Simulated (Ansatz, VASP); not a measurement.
# Two plane-wave programs on Al3Cu

```
CELL_PARAMETERS angstrom
2.77378 0.00000 0.00000
0.00000 2.77378 0.00000
0.00000 0.00000 7.59186
ATOMIC_POSITIONS crystal
Al 0.00000 0.00000 0.50000
Al 0.50000 0.50000 0.22264
Al 0.50000 0.50000 0.77736
Cu 0.00000 0.00000 0.99121
```

Alike in both runs: task single point; functional r2SCAN; k mesh 18 × 18 × 6; occupations gaussian, width 0.15 eV; no spin polarisation.

```csv
,VASP,Ansatz
version,VASP 6.6.1,Ansatz 0.2.0
potentials or method,"VASP PAW PBE potentials, release 64 (Al, Cu), cutoff 520 eV","scalar-relativistic, plane waves, PAW"
valence electrons in the cell,20,28
```

Ansatz gave:

```
gap on the k mesh at the Fermi level (eV)                     : none
pressure (GPa)                                                : 0.1
traceless stress, the component that is largest in VASP (GPa) : -0.08
rms of the force components (eV/Å)                            : 0.147
```

What did VASP give for the same quantities?

gap on the k mesh at the Fermi level (eV): none; pressure (GPa): -0.1; traceless stress, the component that is largest in VASP (GPa): -0.08; rms of the force components (eV/Å): 0.149.

VASP's potentials were made for PBE, not for r2SCAN. Atom by atom the forces differ by 0.007 eV/Å (rms over components). A gap of «none» marks a metal or a gap that the smearing closes. VASP's potentials hold 20 valence electrons a cell and Ansatz's 28, so a difference there can come from the potentials and not from the codes.
